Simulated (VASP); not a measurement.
A run of VASP 6.6.1:

File INCAR:

```
PREC = Accurate
ENCUT = 520
EDIFF = 1E-7
ISMEAR = 0
SIGMA = 0.02
LREAL = False
LASPH = True
NELM = 150
ALGO = Normal
ISIF = 2
LWAVE = False
LCHARG = False
ISPIN = 2
MAGMOM = 0 0 0 0 4.5 4.5
LORBIT = 11
LMAXMIX = 4
LDAU = True
LDAUTYPE = 2
LDAUL = -1 2
LDAUU = 0 3.9
LDAUJ = 0 0
LDAUPRINT = 1
GGA = PE
NBANDS = 40
```

File KPOINTS:

```
regular mesh
0
Gamma
  5 5 6
```

The input POSCAR:

```
MnF2
1.0
    4.8509000000      0.0000000000      0.0000000000
    0.0000000000      4.8509000000      0.0000000000
    0.0000000000      0.0000000000      3.3043000000
F Mn
4 2
Direct
    0.3046000000      0.3046000000      0.0000000000
    0.1954000000      0.8046000000      0.5000000000
    0.6954000000      0.6954000000      0.0000000000
    0.8046000000      0.1954000000      0.5000000000
    0.0000000000      0.0000000000      0.0000000000
    0.5000000000      0.5000000000      0.5000000000
```

Potentials or basis: VASP PAW PBE potentials, release 64 (F, Mn_pv).

The run is started by

```sh
$ cat potpaw_PBE.64/F/POTCAR potpaw_PBE.64/Mn_pv/POTCAR > POTCAR
$ mpirun -np 1 vasp_std > vasp.out
```

Hardware: 1 thread of Intel(R) Xeon(R) 6975P-C (Granite Rapids) (shared host).

Problem. Estimate the wall time of this run.

Solution. Run time: 57 s on 1 thread of Intel(R) Xeon(R) 6975P-C (Granite Rapids), with other jobs on the host, peak memory 0.27 GiB. Counts: scf iterations 18, k points 24.
